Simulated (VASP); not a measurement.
Write the native input for VASP 6.6.1 that does the following.

| Quantity | Value |
| --- | --- |
| Task | single point |
| Functional | PBE |
| Potentials or basis | VASP PAW PBE potentials, release 64 (Sr_sv, Ti_sv, O) |
| Cutoff | 520 eV |
| k mesh | 8 × 8 × 8 |
| Occupations | gaussian, width 0.05 eV |
| Spin | no spin polarisation |
| Dipole correction | no |
| Further INCAR settings | ALGO = Normal; EDIFF = 1e-06; NBANDS = 28 |

The structure of SrTiO3 lies in POSCAR:

```
SrTiO3
1.0
    3.7986351078      0.0000000000      0.0000000000
    0.0000000000      3.7986351078      0.0000000000
    0.0000000000      0.0000000000      4.2119580988
Sr Ti O
1 1 3
Direct
    0.0020505763      0.0000000000      0.0000000000
    0.5096807686      0.5000000000      0.5000000000
   -0.0146326242      0.5000000000      0.5000000000
    0.4872194045      0.0000000000      0.5000000000
    0.4872194045      0.5000000000      0.0000000000
```

This cell differs from its parent crystal: mode 1 frozen in at -0.058 Å, strain +e along z and -e/2 along x and y +0.0700.

The input as run:

INCAR

```
PREC = Accurate
ENCUT = 520
EDIFF = 1E-6
ISMEAR = 0
SIGMA = 0.05
LREAL = F
LASPH = T
NELM = 80
ALGO = Normal
ISIF = 2
LWAVE = F
LCHARG = T
GGA = PE
LELF = T
LVHAR = T
NBANDS = 28
```

KPOINTS

```
regular mesh
0
Gamma
  8 8 8
```

Potentials or basis: VASP PAW PBE potentials, release 64 (Sr_sv, Ti_sv, O).

Run with:

```bash
$ cat potpaw_PBE.64/Sr_sv/POTCAR potpaw_PBE.64/Ti_sv/POTCAR potpaw_PBE.64/O/POTCAR > POTCAR
$ mpirun -np 1 vasp_std > vasp.out
```

Results of the run:

| Property | Result |
| --- | --- |
| Pressure | 4.8 GPa |
| Largest force | 0.603 eV/Å |
| Band gap on the k mesh | 1.71 eV, indirect (least direct gap 2.26 eV) |

Caveat: the cell differs from its parent crystal (mode 1 frozen in at -0.058 Å, strain +e along z and -e/2 along x and y +0.0700).

Wall time 3.9 min on 1 thread of AMD EPYC 7R13, with other jobs on the host, peak memory 0.29 GiB.
